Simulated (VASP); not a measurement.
# FeGe (P2_13) in VASP: relaxation of cell and atoms with PBE

Aim: the relaxation of cell and atoms of FeGe with PBE.

All numbers are computed with VASP 6.6.1; they aren't measurements. Logs are shortened: lines on timing, memory, paths and dates and some standing lists are left out, and cuts for length are marked.

### Step 1. The cell of the first run

Symmetry: P2_13, No. 198, cubic system. The conventional cell has a = 4.689 Å, b = 4.689 Å, c = 4.689 Å, α = 90.00°, β = 90.00°, γ = 90.00°. Fe (site symmetry 3) has 7 Ge at 2.38 to 2.64 Å and 6 Fe at 2.87 Å within 3.1 Å. Ge (site symmetry 3) has 7 Fe at 2.38 to 2.64 Å and 6 Ge at 2.90 Å within 3.1 Å.

### Step 2. Relaxation of cell and atoms, PBE, collinear spin, ferromagnetic start

INCAR

```
SYSTEM = FeGe
PREC     = Accurate       ! precision mode
ENCUT    = 600            ! plane-wave cutoff, eV
EDIFF    = 1E-7           ! SCF threshold, eV
ISMEAR   = 0              ! smearing method
SIGMA    = 0.05           ! smearing width, eV
LREAL    = .False.        ! projectors in reciprocal space
LASPH    = .True.         ! aspherical terms in the spheres
NELM     = 150            ! most SCF steps
ALGO     = Normal         ! electronic algorithm
ISIF     = 3              ! what is computed and relaxed
LWAVE    = .False.        ! write WAVECAR
LCHARG   = .False.        ! write CHGCAR
ISPIN    = 2              ! spin polarisation
MAGMOM   = 2.5 2.5 2.5 2.5 0 0 0 0 ! initial moments
LORBIT   = 11             ! projections on sites
LMAXMIX  = 4              ! l up to which the mixer works
GGA      = PE             ! functional
IBRION   = 2              ! ionic algorithm
NSW      = 80             ! ionic steps
EDIFFG   = -0.03          ! ionic threshold
```

KPOINTS

```
regular mesh
0
Gamma
  4 4 4
  0 0 0
```

POSCAR

```
FeGe
1.0
    4.6890000000      0.0000000000      0.0000000000
    0.0000000000      4.6890000000      0.0000000000
    0.0000000000      0.0000000000      4.6890000000
Fe Ge
4 4
Direct
    0.1350000000      0.1350000000      0.1350000000
    0.3650000000      0.8650000000      0.6350000000
    0.6350000000      0.3650000000      0.8650000000
    0.8650000000      0.6350000000      0.3650000000
    0.8420000000      0.8420000000      0.8420000000
    0.6580000000      0.1580000000      0.3420000000
    0.3420000000      0.6580000000      0.1580000000
    0.1580000000      0.3420000000      0.6580000000
```

Potentials or basis: VASP PAW PBE potentials, release 64 (Fe, Ge_d).

Run with:

```sh
> cat potpaw_PBE.64/Fe/POTCAR potpaw_PBE.64/Ge_d/POTCAR > POTCAR
> mpirun -np 1 vasp_std > vasp.out
```

OUTCAR:

```text
SYSTEM = FeGe
   PREC = Accurate
   ENCUT = 600
   EDIFF = 1E-7
   ISMEAR = 0
   LREAL = .False.
   LASPH = .True.
   NELM = 150
   ISIF = 3
   ISPIN = 2
   LORBIT = 11
   GGA = PE
   IBRION = 2
   NSW = 80
   EDIFFG = -0.03

 ion  position               nearest neighbor table
   1  0.135  0.135  0.135-   5 2.38   8 2.44   7 2.44   6 2.44   7 2.64   8 2.64   6 2.64   2 2.87
                             4 2.87   2 2.87   4 2.87   3 2.87   3 2.87
   2  0.365  0.865  0.635-   6 2.38   7 2.44   5 2.44   8 2.44   7 2.64   8 2.64   5 2.64   1 2.87
                             3 2.87   1 2.87   3 2.87   4 2.87   4 2.87
   3  0.635  0.365  0.865-   7 2.38   6 2.44   5 2.44   8 2.44   8 2.64   6 2.64   5 2.64   4 2.87
                             2 2.87   2 2.87   4 2.87   1 2.87   1 2.87
   4  0.865  0.635  0.365-   8 2.38   5 2.44   7 2.44   6 2.44   6 2.64   5 2.64   7 2.64   3 2.87
                             1 2.87   1 2.87   3 2.87   2 2.87   2 2.87
   5  0.842  0.842  0.842-   1 2.38   4 2.44   3 2.44   2 2.44   3 2.64   4 2.64   2 2.64   6 2.90
                             7 2.90   8 2.90   6 2.90   8 2.90   7 2.90
   6  0.658  0.158  0.342-   2 2.38   3 2.44   1 2.44   4 2.44   3 2.64   4 2.64   1 2.64   8 2.90
                             5 2.90   5 2.90   7 2.90   7 2.90   8 2.90
   7  0.342  0.658  0.158-   3 2.38   2 2.44   1 2.44   4 2.44   4 2.64   2 2.64   1 2.64   8 2.90
                             5 2.90   8 2.90   6 2.90   6 2.90   5 2.90
   8  0.158  0.342  0.658-   4 2.38   1 2.44   3 2.44   2 2.44   2 2.64   1 2.64   3 2.64   7 2.90
                             5 2.90   7 2.90   5 2.90   6 2.90   6 2.90

  LATTYP: Found a simple cubic cell.
 ALAT       =     4.6890000000

  Lattice vectors:

 A1 = (   4.6890000000,   0.0000000000,   0.0000000000)
 A2 = (   0.0000000000,   4.6890000000,   0.0000000000)
 A3 = (   0.0000000000,   0.0000000000,   4.6890000000)

Analysis of symmetry for initial positions (statically):
=====================================================================
 Subroutine PRICEL returns:
 Original cell was already a primitive cell.

 Routine SETGRP: Setting up the symmetry group for a
 simple cubic supercell.

 Subroutine GETGRP returns: Found 12 space group operations
 (whereof  3 operations were pure point group operations)
 out of a pool of 48 trial point group operations.

The static configuration has the point symmetry C_3 .
 The point group associated with its full space group is T   .

Analysis of symmetry for dynamics (positions and initial velocities):
=====================================================================
 Subroutine PRICEL returns:
 Original cell was already a primitive cell.

 Routine SETGRP: Setting up the symmetry group for a
 simple cubic supercell.

 Subroutine GETGRP returns: Found 12 space group operations
 (whereof  3 operations were pure point group operations)
 out of a pool of 48 trial point group operations.

[... 167 lines left out ...]

------------------------ aborting loop because EDIFF is reached ----------------------------------------

  FORCE on cell =-STRESS in cart. coord.  units (eV):
  Direction    XX          YY          ZZ          XY          YZ          ZX
  --------------------------------------------------------------------------------------
  -------------------------------------------------------------------------------------
  Total       -1.4340109     -1.4340109     -1.4340109     -0.0000000      0.0000000      0.0000000
  in kB      -22.2854974    -22.2854974    -22.2854974     -0.0000000      0.0000000      0.0000000
  external PRESSURE =     -22.2854974 kB  Pullay stress =       0.0000000 kB
[... 71 lines left out ...]
--------------------------------------- Ionic step        3  -------------------------------------------

 number of electron      88.0000012 magnetization       4.1627041

 Free energy of the ion-electron system (eV)
  ---------------------------------------------------
  ext. energy  EPLUGINS =         0.00000000
  ---------------------------------------------------
  free energy    TOTEN  =       -51.82704851 eV

  energy without entropy =      -51.81564895  energy(sigma->0) =      -51.82134873

 E-fermi :   8.1785     XC(G=0): -12.9609

 val. band max:        8.1662935290   @ k =   0.2500   0.0000   0.0000
 cond. band min:       8.1794579008   @ k =   0.2500   0.2500   0.2500
 fundamental gap:      0.0131643718
 Fermi energy:         8.1784827057

 spin component 1

 k-point     1 :       0.0000    0.0000    0.0000
  band No.  band energies     occupation
      1     -16.4904      1.00000
      2     -16.4904      1.00000
      3     -16.4904      1.00000
      4     -16.4525      1.00000
      5     -16.4525      1.00000
      6     -16.4525      1.00000
[... 638 lines left out ...]
     55      13.6373      0.00000
     56      13.6373      0.00000
 Fermi energy:         8.1784827057

 spin component 2

 k-point     1 :       0.0000    0.0000    0.0000
  band No.  band energies     occupation
      1     -16.5077      1.00000
      2     -16.5077      1.00000
      3     -16.5077      1.00000
      4     -16.4687      1.00000
      5     -16.4687      1.00000
      6     -16.4687      1.00000
[... 638 lines left out ...]
     55      13.8007      0.00000
     56      13.8007      0.00000
 [bands above 56 left out]

------------------------ aborting loop because EDIFF is reached ----------------------------------------

  FORCE on cell =-STRESS in cart. coord.  units (eV):
  Direction    XX          YY          ZZ          XY          YZ          ZX
  --------------------------------------------------------------------------------------
  -------------------------------------------------------------------------------------
  Total        0.0149151      0.0149151      0.0149151     -0.0000000     -0.0000000      0.0000000
  in kB        0.2353127      0.2353127      0.2353127     -0.0000000     -0.0000000      0.0000000
  external PRESSURE =       0.2353127 kB  Pullay stress =       0.0000000 kB
[... 23 lines left out ...]
  FREE ENERGIE OF THE ION-ELECTRON SYSTEM (eV)
  ---------------------------------------------------
  free  energy   TOTEN  =       -51.8270485064 eV

  energy  without entropy=      -51.8156489532  energy(sigma->0) =      -51.82134873

 reached required accuracy - stopping structural energy minimisation

 total charge

# of ion       s       p       d       tot
------------------------------------------
    1        0.379   0.502   6.467   7.348
    2        0.379   0.502   6.467   7.348
    3        0.379   0.502   6.467   7.348
    4        0.379   0.502   6.467   7.348
    5        1.115   1.244  10.119  12.479
    6        1.115   1.244  10.119  12.479
    7        1.115   1.244  10.119  12.479
    8        1.115   1.244  10.119  12.479
--------------------------------------------------
tot          5.979   6.984  66.344  79.307

 magnetization (x)

# of ion       s       p       d       tot
------------------------------------------
    1       -0.000  -0.005   1.160   1.154
    2       -0.000  -0.005   1.160   1.154
    3       -0.000  -0.005   1.160   1.154
    4       -0.000  -0.005   1.160   1.154
    5       -0.011  -0.061  -0.006  -0.079
    6       -0.011  -0.061  -0.006  -0.079
    7       -0.011  -0.061  -0.006  -0.079
    8       -0.011  -0.061  -0.006  -0.079
--------------------------------------------------
tot         -0.047  -0.267   4.616   4.302
```

Wall time 4.6 min (1 thread of AMD EPYC 9R45 (Zen 5), shared host); peak memory 0.32 GiB.

What came out:

```yaml
Free_energy: -51.8270 eV
Relaxed_volume: 12.69 Å³/atom
Relaxed_cell: a = 4.665 Å, b = 4.665 Å, c = 4.665 Å, α = 90.00°, β = 90.00°, γ = 90.00°
Space_group_after_relaxing_to_0.05_Å: P2_13 (No. 198)
Energy_gained_by_relaxing: 1.4 meV/atom
Ionic_steps: 3
Pressure_after_relaxing: 0.0 GPa
Largest_force_after_relaxing: 0.029 eV/Å
Net_moment: 4.16 μB per cell
Site_moments: Fe +1.15; Ge -0.08 μB
Valence_electrons_inside_the_program's_atomic_spheres: Fe 7.35; Ge 12.48
```

Forces on the atoms (eV/Å):
```
Fe   0.008  0.008  0.008
Fe  -0.008 -0.008  0.008
Fe   0.008 -0.008 -0.008
Fe  -0.008  0.008 -0.008
Ge  -0.017 -0.017 -0.017
Ge   0.017  0.017 -0.017
Ge  -0.017  0.017  0.017
Ge   0.017 -0.017  0.017
```

Step by step:
| step | energy change (eV) | largest force (eV/Å) | pressure (GPa) | volume (Å³) |
| --- | --- | --- | --- | --- |
| 1 | 0.0000 | 0.0419 | -2.23 | 103.10 |
| 2 | -0.0049 | 0.0622 | 1.81 | 100.44 |
| 3 | -0.0108 | 0.0293 | 0.02 | 101.55 |

Final structure:
```
Fe Ge
1.0
     4.66549    0.00000    0.00000
     0.00000    4.66549    0.00000
     0.00000    0.00000    4.66549
Fe Ge
4 4
Direct
  0.13486 0.13486 0.13486
  0.36514 0.86514 0.63486
  0.63486 0.36514 0.86514
  0.86514 0.63486 0.36514
  0.84191 0.84191 0.84191
  0.65809 0.15809 0.34191
  0.34191 0.65809 0.15809
  0.15809 0.34191 0.65809
```
